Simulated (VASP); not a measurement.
TiN (Osbornite):

```
CELL_PARAMETERS angstrom
0.00000 2.10197 2.10197
2.10197 0.00000 2.10197
2.10197 2.10197 0.00000
ATOMIC_POSITIONS crystal
Ti 0.00000 0.00000 0.00000
N 0.50000 0.50000 0.50000
```

Base run:

```yaml
Program: VASP 6.6.1
Functional: PBEsol
Potentials_or_basis: VASP PAW PBE potentials, release 64 (Ti_sv, N)
Cutoff: 520 eV
k_mesh: 18 × 18 × 18
Occupations: gaussian, width 0.1 eV
Spin: no spin polarisation
```

Its results: pressure 0.5 GPa.

Problem. The run is repeated on the same cell with these changes: functional from PBEsol to r2SCAN. What comes out?

Solution. Pressure 7.9 GPa.

Caveats: the PAW data sets were made with another functional, which shifts forces and pressure a little.
